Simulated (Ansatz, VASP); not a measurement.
MgB2 in VASP and in Ansatz

File INCAR:

```
SYSTEM = MgB2
PREC = Accurate ; ENCUT = 600
EDIFF = 1E-6 ; ISMEAR = 0
SIGMA = 0.1 ; LREAL = .FALSE.
LASPH = .TRUE. ; NELM = 100
ALGO = Normal ; ISIF = 3
LWAVE = .FALSE. ; LCHARG = .FALSE.
GGA = PE ; IBRION = 2
NSW = 100 ; EDIFFG = -0.005
```

KPOINTS

```
Automatic mesh
0
G
  15 15 12
  0 0 0
```

The input POSCAR:

```
MgB2
1.0
    3.0850000000      0.0000000000      0.0000000000
   -1.5425000000      2.6716883707      0.0000000000
    0.0000000000      0.0000000000      3.5230000000
Mg B
1 2
Direct
    0.0000000000      0.0000000000      0.0000000000
    0.3333333333      0.6666666667      0.5000000000
    0.6666666667      0.3333333333      0.5000000000
```

Input for Ansatz:

```yaml
crystal:
  lattice:
    - [3.085, 0.0, 0.0]
    - [-1.5425, 2.6716883707, 0.0]
    - [0.0, 0.0, 3.523]
  atoms:
    - { symbol: Mg, position: [0.0, 0.0, 0.0] }
    - { symbol: B, position: [0.3333333333, 0.6666666667, 0.5] }
    - { symbol: B, position: [0.6666666667, 0.3333333333, 0.5] }
basis:
  ecutwfc: 420
kpoints:
  mp_grid: { grid: [15, 15, 12] }
hamiltonian:
  xc: pbe
scf:
  occupations: { method: gaussian, width: 0.1 }
output:
  forces: true
  stress: true
  eigenvalues: true
relax:
  adjacent_minimum: "off"
  f_tol: 0.005
  max_steps: 80
  cell: { stress_tol: 0.05 }
```

Alike in both runs: task relaxation of cell and atoms; functional PBE; k mesh 15 × 15 × 12; occupations gaussian, width 0.1 eV; no spin polarisation.

```csv
,VASP,Ansatz
version,VASP 6.6.1,Ansatz 0.2.0
potentials or method,"VASP PAW PBE potentials, release 64 (Mg, B), cutoff 600 eV","scalar-relativistic, plane waves, PAW"
valence electrons in the cell,8,16
```

|  | VASP | Ansatz | Ansatz less VASP |
| --- | --- | --- | --- |
| gap on the k mesh at the Fermi level, each at its own relaxed structure (eV) | none | none | - |
| relaxed volume (Å³/atom) | 9.61 | 9.63 | +0.020 |
| relaxed cell length with the largest relative difference (Å) | 3.527 | 3.532 | +0.0047 |

A gap of «none» marks a metal or a gap that the smearing closes. VASP's potentials hold 8 valence electrons a cell and Ansatz's 16, so a difference there can come from the potentials and not from the codes.
